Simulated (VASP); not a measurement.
Wanted: the native input for a VASP 6.6.1 run.

```yaml
Task: relaxation of the atoms
Functional: PBEsol
Potentials_or_basis: VASP PAW PBE potentials, release 64 (B, As)
Cutoff: 520 eV
k_mesh: 8 × 6 × 1
Occupations: gaussian, width 0.05 eV
Spin: no spin polarisation
Dipole_correction: yes
Further_INCAR_settings: ALGO = Normal; EDIFF = 1e-06; IBRION = 2; EDIFFG = -0.02; NSW = 80
```

The structure of BAs lies in POSCAR:

```
BAs
1.0
    3.3713973117      0.0000000000      0.0000000000
    0.0000000000      4.7678758024      0.0000000000
    0.0000000000      0.0000000000     25.1141919351
B As
7 7
Direct
    0.5000000000      0.5000000000      0.2986359274
    0.0000000000      0.0000000000      0.3657572849
    0.5000000000      0.5000000000      0.4328786425
    0.0000000000      0.0000000000      0.5000000000
    0.5000000000      0.5000000000      0.5671213575
    0.0000000000      0.0000000000      0.6342427151
    0.5000000000      0.5000000000      0.7013640726
    0.0000000000      0.2500000000      0.2986359274
    0.5000000000      0.7500000000      0.3657572849
    0.0000000000      0.2500000000      0.4328786425
    0.5000000000      0.7500000000      0.5000000000
    0.0000000000      0.2500000000      0.5671213575
    0.5000000000      0.7500000000      0.6342427151
    0.0000000000      0.2500000000      0.7013640726
```

The input as run:

INCAR

```
ALGO = Normal ; DIPOL = 0.5 0.5 0.500
EDIFF = 1E-6 ; EDIFFG = -0.02
ENCUT = 520 ; GGA = PS
IBRION = 2 ; IDIPOL = 3
ISIF = 2 ; ISMEAR = 0
KPAR = 4 ; LASPH = True
LCHARG = False ; LDIPOL = True
LREAL = False ; LWAVE = False
NELM = 100 ; NSW = 80
PREC = Accurate ; SIGMA = 0.05
```

KPOINTS

```
k-points
0
Gamma
  8 6 1
```

Potentials or basis: VASP PAW PBE potentials, release 64 (B, As).

Run with:

```sh
$ cat potpaw_PBE.64/B/POTCAR potpaw_PBE.64/As/POTCAR > POTCAR
$ mpirun -np 4 vasp_std > vasp.out
```

Results of the run:

```yaml
Energy_gained_by_relaxing: 115.8 meV/atom
Ionic_steps: 19
Largest_force_after_relaxing: 0.020 eV/Å
Band_gap_on_the_k_mesh: 0.04 eV (least direct gap 1.17 eV)
```

Caveat: semilocal functionals underestimate gaps, and a narrow one can read as zero; the PAW data sets were made with another functional, which shifts forces and pressure a little.

Wall time 17 min on 4 MPI ranks on Intel(R) Xeon(R) Platinum 8259CL CPU @ 2.50GHz (Skylake/Cascade Lake) (shared host), peak memory 0.63 GiB a rank.
